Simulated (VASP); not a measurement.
# PbSe (Fm-3m) in VASP: notebook

PbSe is run at these levels: PBE, LDA; tasks: single point.

All numbers are computed with VASP 6.6.1; they aren't measurements. Logs are shortened: lines on timing, memory, paths and dates and some standing lists are left out, and cuts for length are marked.

### 1 The cell of the first run

The structure is cubic, space group Fm-3m (No. 225). Conventional cell: a = 6.124 Å, b = 6.124 Å, c = 6.124 Å, α = 90.00°, β = 90.00°, γ = 90.00°. Pb (site symmetry m-3m) has 6 Se at 3.06 Å within 4.0 Å. Se (site symmetry m-3m) has 6 Pb at 3.06 Å within 4.0 Å.

### 2 Single point, PBE, non-collinear spin, zero start, spin-orbit coupling

INCAR

```
SYSTEM = PbSe
PREC = Accurate
ENCUT = 520
EDIFF = 1E-6
ISMEAR = 0
SIGMA = 0.03
LREAL = .FALSE.
LASPH = .TRUE.
NELM = 150
ALGO = Normal
ISIF = 2
LWAVE = .FALSE.
LCHARG = .FALSE.
MAGMOM = 0 0 0 0 0 0
LORBIT = 11
LSORBIT = .TRUE.
GGA_COMPAT = .FALSE.
LORBMOM = .TRUE.
GGA = PE
NBANDS = 32
```

KPOINTS

```
Automatic mesh
0
G
  10 10 10
  0 0 0
```

POSCAR

```
PbSe
1.0
    0.0000000000      3.0620000000      3.0620000000
    3.0620000000      0.0000000000      3.0620000000
    3.0620000000      3.0620000000      0.0000000000
Pb Se
1 1
Direct
    0.0000000000      0.0000000000      0.0000000000
    0.5000000000      0.5000000000      0.5000000000
```

Potentials or basis: VASP PAW PBE potentials, release 64 (Pb_d, Se).

Started as:

```console
> cat potpaw_PBE.64/Pb_d/POTCAR potpaw_PBE.64/Se/POTCAR > POTCAR
> mpirun -np 1 vasp_ncl > vasp.out
```

OUTCAR:

```text
SYSTEM = PbSe
   PREC = Accurate
   ENCUT = 520
   EDIFF = 1E-6
   ISMEAR = 0
   LREAL = .FALSE.
   LASPH = .TRUE.
   NELM = 150
   ISIF = 2
   LORBIT = 11
   LSORBIT = .TRUE.
   GGA = PE

 ion  position               nearest neighbor table
   1  0.000  0.000  0.000-   2 3.06   2 3.06   2 3.06   2 3.06   2 3.06   2 3.06
   2  0.500  0.500  0.500-   1 3.06   1 3.06   1 3.06   1 3.06   1 3.06   1 3.06

  LATTYP: Found a face centered cubic cell.
 ALAT       =     6.1240000000

  Lattice vectors:

 A1 = (   0.0000000000,   3.0620000000,   3.0620000000)
 A2 = (   3.0620000000,   0.0000000000,   3.0620000000)
 A3 = (   3.0620000000,   3.0620000000,   0.0000000000)

Analysis of symmetry for initial positions (statically):
=====================================================================
 Subroutine PRICEL returns:
 Original cell was already a primitive cell.

 Routine SETGRP: Setting up the symmetry group for a
 face centered cubic supercell.

 Subroutine GETGRP returns: Found 48 space group operations
 (whereof 48 operations were pure point group operations)
 out of a pool of 48 trial point group operations.

The static configuration has the point symmetry O_h .

Analysis of symmetry for dynamics (positions and initial velocities):
=====================================================================
 Subroutine PRICEL returns:
 Original cell was already a primitive cell.

 Routine SETGRP: Setting up the symmetry group for a
 face centered cubic supercell.

 Subroutine GETGRP returns: Found 48 space group operations
 (whereof 48 operations were pure point group operations)
 out of a pool of 48 trial point group operations.

The dynamic configuration has the point symmetry O_h .

Analysis of structural, dynamic, and magnetic symmetry:
=====================================================================
 Subroutine PRICEL returns:
 Original cell was already a primitive cell.

 Routine SETGRP: Setting up the symmetry group for a
 face centered cubic supercell.

 Subroutine GETGRP returns: Found 48 space group operations
 (whereof 48 operations were pure point group operations)
 out of a pool of 48 trial point group operations.

The overall configuration has the point symmetry O_h .

 Subroutine INISYM returns: Found 48 space group operations
 (whereof 48 operations are pure point group operations),
 and found     1 'primitive' translations

[... 1019 lines left out ...]
 -----------------------------------------------------------------------------------
    total drift:                                0.000000     -0.000000     -0.000000

  FREE ENERGIE OF THE ION-ELECTRON SYSTEM (eV)
  ---------------------------------------------------
  free  energy   TOTEN  =        -8.6030616920 eV

  energy  without entropy=       -8.6030496101  energy(sigma->0) =       -8.60305565

 orbital moment (x)

 # of ion     p       d       tot
 ----------------------------------------
  1        -0.000  -0.000  -0.000
  2         0.000   0.000   0.000
 ----------------------------------------
           -0.000  -0.000  -0.000

 orbital moment (y)

 # of ion     p       d       tot
 ----------------------------------------
  1         0.000   0.000   0.000
  2         0.000  -0.000  -0.000
 ----------------------------------------
            0.000   0.000   0.000

 orbital moment (z)

 # of ion     p       d       tot
 ----------------------------------------
  1         0.000   0.000   0.000
  2         0.000   0.000   0.000
 ----------------------------------------
            0.000   0.000   0.000

 Spin-Orbit-Coupling matrix elements

 Ion:    1  E_soc:     -0.8447548
 l=   1
     0.0000000    -0.0738164    -0.0738164
    -0.0738164     0.0000000    -0.0738164
    -0.0738164    -0.0738164     0.0000000
 l=   2
     0.0000000    -0.0134514     0.0000000    -0.0134514    -0.0535246
    -0.0134514     0.0000000    -0.0401435    -0.0134514    -0.0133812
     0.0000000    -0.0401435     0.0000000    -0.0401435     0.0000000
    -0.0134514    -0.0134514    -0.0401435     0.0000000    -0.0133812
    -0.0535246    -0.0133812     0.0000000    -0.0133812     0.0000000
 l=   3
     0.0000000     0.0000000     0.0000000     0.0000000     0.0000000     0.0000000     0.0000000
     0.0000000     0.0000000     0.0000000     0.0000000     0.0000000     0.0000000     0.0000000
     0.0000000     0.0000000     0.0000000     0.0000000     0.0000000     0.0000000     0.0000000
     0.0000000     0.0000000     0.0000000     0.0000000     0.0000000     0.0000000     0.0000000
     0.0000000     0.0000000     0.0000000     0.0000000     0.0000000     0.0000000     0.0000000
     0.0000000     0.0000000     0.0000000     0.0000000     0.0000000     0.0000000     0.0000000
     0.0000000     0.0000000     0.0000000     0.0000000     0.0000000     0.0000000     0.0000000

 Ion:    2  E_soc:     -0.0493872
 l=   1
     0.0000000    -0.0082479    -0.0082479
    -0.0082479     0.0000000    -0.0082479
    -0.0082479    -0.0082479     0.0000000
 l=   2
     0.0000000    -0.0000021     0.0000000    -0.0000021     0.0000188
    -0.0000021     0.0000000     0.0000141    -0.0000021     0.0000047
     0.0000000     0.0000141     0.0000000     0.0000141     0.0000000
    -0.0000021    -0.0000021     0.0000141     0.0000000     0.0000047
     0.0000188     0.0000047     0.0000000     0.0000047     0.0000000
 l=   3
     0.0000000     0.0000000     0.0000000     0.0000000     0.0000000     0.0000000     0.0000000
     0.0000000     0.0000000     0.0000000     0.0000000     0.0000000     0.0000000     0.0000000
     0.0000000     0.0000000     0.0000000     0.0000000     0.0000000     0.0000000     0.0000000
     0.0000000     0.0000000     0.0000000     0.0000000     0.0000000     0.0000000     0.0000000
     0.0000000     0.0000000     0.0000000     0.0000000     0.0000000     0.0000000     0.0000000
     0.0000000     0.0000000     0.0000000     0.0000000     0.0000000     0.0000000     0.0000000
     0.0000000     0.0000000     0.0000000     0.0000000     0.0000000     0.0000000     0.0000000

 total charge

# of ion       s       p       d       tot
------------------------------------------
    1        1.466   0.561   9.842  11.868
    2        1.471   2.320   0.018   3.809
--------------------------------------------------
tot          2.937   2.881   9.860  15.677

 magnetization (x)

# of ion       s       p       d       tot
------------------------------------------
    1       -0.000   0.000   0.000  -0.000
    2       -0.000   0.000   0.000  -0.000
--------------------------------------------------
tot         -0.000   0.000   0.000  -0.000

 magnetization (y)

# of ion       s       p       d       tot
------------------------------------------
    1       -0.000   0.000   0.000  -0.000
    2       -0.000   0.000   0.000  -0.000
--------------------------------------------------
tot         -0.000   0.000   0.000  -0.000

 magnetization (z)

# of ion       s       p       d       tot
------------------------------------------
    1        0.000   0.000   0.000   0.000
    2       -0.000   0.000   0.000  -0.000
--------------------------------------------------
tot         -0.000   0.000   0.000  -0.000
```

Wall time 70 s (1 thread of Intel Xeon Platinum 8559C (Emerald Rapids), shared host); peak memory 0.37 GiB.

What came out:

```yaml
Free_energy: -8.6031 eV
Pressure: 2.1 GPa
Net_moment: 0.00 μB per cell
Valence_electrons_inside_the_program's_atomic_spheres: Pb 11.87; Se 3.81
```

Moments on the atoms (μB; x, y, z):
```
Pb  0.00 0.00 0.00
Se  0.00 0.00 0.00
```

### 3 Single point, LDA, non-collinear spin, zero start, spin-orbit coupling

INCAR

```
ALGO     = Normal         # electronic algorithm
EDIFF    = 1E-6           # SCF threshold, eV
ENCUT    = 520            # plane-wave cutoff, eV
GGA_COMPAT= F            
ISIF     = 2              # what is computed and relaxed
ISMEAR   = 0              # smearing method
LASPH    = T              # aspherical terms in the spheres
LCHARG   = F              # write CHGCAR
LORBIT   = 11             # projections on sites
LORBMOM  = T            
LREAL    = F              # projectors in reciprocal space
LSORBIT  = T              # spin-orbit coupling
LWAVE    = F              # write WAVECAR
MAGMOM   = 0 0 0 0 0 0    # initial moments
NBANDS   = 32             # bands
NELM     = 150            # most SCF steps
PREC     = Accurate       # precision mode
SIGMA    = 0.03           # smearing width, eV
```

KPOINTS

```
k-points
0
Gamma
  10 10 10
```

POSCAR is that of step 2.

Potentials or basis: VASP PAW LDA potentials, release 64 (Pb_d, Se).

Started as:

```console
> cat potpaw_LDA.64/Pb_d/POTCAR potpaw_LDA.64/Se/POTCAR > POTCAR
> mpirun -np 1 vasp_ncl > vasp.out
```

OUTCAR:

```text
EDIFF = 1E-6
   ENCUT = 520
   ISIF = 2
   ISMEAR = 0
   LASPH = T
   LORBIT = 11
   LREAL = F
   LSORBIT = T
   NELM = 150
   PREC = Accurate

 ion  position               nearest neighbor table
   1  0.000  0.000  0.000-   2 3.06   2 3.06   2 3.06   2 3.06   2 3.06   2 3.06
   2  0.500  0.500  0.500-   1 3.06   1 3.06   1 3.06   1 3.06   1 3.06   1 3.06

  LATTYP: Found a face centered cubic cell.
 ALAT       =     6.1240000000

  Lattice vectors:

 A1 = (   0.0000000000,   3.0620000000,   3.0620000000)
 A2 = (   3.0620000000,   0.0000000000,   3.0620000000)
 A3 = (   3.0620000000,   3.0620000000,   0.0000000000)

Analysis of symmetry for initial positions (statically):
=====================================================================
 Subroutine PRICEL returns:
 Original cell was already a primitive cell.

 Routine SETGRP: Setting up the symmetry group for a
 face centered cubic supercell.

 Subroutine GETGRP returns: Found 48 space group operations
 (whereof 48 operations were pure point group operations)
 out of a pool of 48 trial point group operations.

[... 1101 lines left out ...]
     0.0000000     0.0000000     0.0000000     0.0000000     0.0000000     0.0000000     0.0000000
     0.0000000     0.0000000     0.0000000     0.0000000     0.0000000     0.0000000     0.0000000
     0.0000000     0.0000000     0.0000000     0.0000000     0.0000000     0.0000000     0.0000000
     0.0000000     0.0000000     0.0000000     0.0000000     0.0000000     0.0000000     0.0000000
     0.0000000     0.0000000     0.0000000     0.0000000     0.0000000     0.0000000     0.0000000

 Ion:    2  E_soc:     -0.0526546
 l=   1
     0.0000000    -0.0087935    -0.0087935
    -0.0087935     0.0000000    -0.0087935
    -0.0087935    -0.0087935     0.0000000
 l=   2
     0.0000000    -0.0000022     0.0000000    -0.0000022     0.0000199
    -0.0000022     0.0000000     0.0000149    -0.0000022     0.0000050
     0.0000000     0.0000149     0.0000000     0.0000149     0.0000000
    -0.0000022    -0.0000022     0.0000149     0.0000000     0.0000050
     0.0000199     0.0000050     0.0000000     0.0000050     0.0000000
 l=   3
     0.0000000     0.0000000     0.0000000     0.0000000     0.0000000     0.0000000     0.0000000
     0.0000000     0.0000000     0.0000000     0.0000000     0.0000000     0.0000000     0.0000000
     0.0000000     0.0000000     0.0000000     0.0000000     0.0000000     0.0000000     0.0000000
     0.0000000     0.0000000     0.0000000     0.0000000     0.0000000     0.0000000     0.0000000
     0.0000000     0.0000000     0.0000000     0.0000000     0.0000000     0.0000000     0.0000000
     0.0000000     0.0000000     0.0000000     0.0000000     0.0000000     0.0000000     0.0000000
     0.0000000     0.0000000     0.0000000     0.0000000     0.0000000     0.0000000     0.0000000

 total charge

# of ion       s       p       d       tot
------------------------------------------
    1        1.459   0.580   9.836  11.875
    2        1.477   2.301   0.018   3.797
--------------------------------------------------
tot          2.936   2.881   9.854  15.671

 magnetization (x)

# of ion       s       p       d       tot
------------------------------------------
    1        0.000   0.000   0.000   0.000
    2       -0.000   0.000  -0.000   0.000
--------------------------------------------------
tot          0.000   0.000  -0.000   0.000

 magnetization (y)

# of ion       s       p       d       tot
------------------------------------------
    1        0.000   0.000  -0.000   0.000
    2        0.000   0.000   0.000   0.000
--------------------------------------------------
tot          0.000   0.000  -0.000   0.000

 magnetization (z)

# of ion       s       p       d       tot
------------------------------------------
    1        0.000   0.000   0.000   0.000
    2        0.000   0.000   0.000   0.000
--------------------------------------------------
tot          0.000   0.000   0.000   0.000
```

OSZICAR:

```text
N       E                     dE             d eps       ncg     rms          rms(c)
DAV:   1     0.207502955359E+03    0.20750E+03   -0.90158E+03  3016   0.129E+03
DAV:   2     0.121395657799E+02   -0.19536E+03   -0.18653E+03  3088   0.370E+02
DAV:   3    -0.917035307197E+01   -0.21310E+02   -0.20840E+02  3936   0.139E+02
DAV:   4    -0.100857526106E+02   -0.91540E+00   -0.91399E+00  3472   0.300E+01
DAV:   5    -0.101239127382E+02   -0.38160E-01   -0.38158E-01  4544   0.638E+00    0.269E+00
DAV:   6    -0.989129087674E+01    0.23262E+00   -0.50797E-01  4296   0.608E+00    0.151E+00
DAV:   7    -0.988791585530E+01    0.33750E-02   -0.95981E-02  3744   0.158E+00    0.884E-01
DAV:   8    -0.988643898550E+01    0.14769E-02   -0.78174E-03  4032   0.965E-01    0.407E-01
DAV:   9    -0.988627465334E+01    0.16433E-03   -0.62830E-04  3728   0.199E-01    0.126E-01
DAV:  10    -0.988616627873E+01    0.10837E-03   -0.71431E-04  4208   0.261E-01    0.298E-02
DAV:  11    -0.988616932649E+01   -0.30478E-05   -0.80651E-05  3520   0.594E-02    0.957E-03
DAV:  12    -0.988616962537E+01   -0.29889E-06   -0.56446E-06  3776   0.261E-02
   1 F= -.98861696E+01 E0= -.98861696E+01  d E =-.240197E-09  mag=     0.0000     0.0000     0.0000
```

Wall time 54 s (1 thread of Intel Xeon Platinum 8559C (Emerald Rapids), shared host); peak memory 0.32 GiB.

Results:

```yaml
Free_energy: -9.8862 eV
Pressure: -2.3 GPa
Net_moment: 0.00 μB per cell
Valence_electrons_inside_the_program's_atomic_spheres: Pb 11.88; Se 3.80
```

Moments on the atoms (μB; x, y, z):
```
Pb  0.00 0.00 0.00
Se  0.00 0.00 0.00
```
